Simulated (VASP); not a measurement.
## Ru: single point with LDA

The system is Ru.

```xyz
4
Lattice="-1.3376 2.3168 0.0000 0.0000 0.0000 4.2244 4.0128 2.3168 0.0000" Properties=species:S:1:pos:R:3 pbc="T T T"
Ru    0.0000    1.5445    1.0561
Ru    2.6752    1.5445    1.0561
Ru    1.3376    0.7723    3.1683
Ru    2.6752    3.0891    3.1683
```

```
Program                : VASP 6.6.1
Task                   : single point
Functional             : LDA
Potentials or basis    : VASP PAW LDA potentials, release 64 (Ru_pv)
Cutoff                 : 520 eV
k mesh                 : 14 × 9 × 8
Occupations            : fermi-dirac, width 0.1 eV
Spin                   : no spin polarisation
Dipole correction      : no
Further INCAR settings : ALGO = Normal; EDIFF = 1e-07; NBANDS = 36
```

```yaml
Pressure: 1.1 GPa
Largest_force: 0.010 eV/Å
Band_gap_on_the_k_mesh: zero (band 28 reaches 15.09 eV, above the bottom of band 29 at 12.30 eV)
```

Forces in eV/Å, atoms in the order of the input:
```
Ru  -0.009 -0.005  0.000
Ru  -0.009 -0.005  0.000
Ru   0.009  0.005  0.000
Ru   0.009  0.005  0.000
```

Stress tensor (GPa, compression positive):
```
 1.05 -0.16  0.00
-0.16  1.23  0.00
 0.00  0.00  0.91
```

Levels at points of the mesh, in eV from the Fermi level:
```csv
k point,band 26,band 27,band 28,band 29,band 30,band 31
"(0.00, 0.00, 0.00)",-1.60,-1.50,-1.50,1.25,1.26,1.36
"(0.50, 0.00, 0.00)",-1.72,0.09,0.09,1.61,1.61,1.67
"(0.00, 0.00, 0.50)",-1.60,-0.95,-0.95,-0.67,-0.67,-0.37
"(0.50, 0.00, 0.50)",-1.60,1.51,1.51,1.96,1.96,2.06
```

Run time: 2.5 min on 1 thread of Intel(R) Xeon(R) Platinum 8488C (Sapphire Rapids) (shared host), peak memory 0.34 GiB.
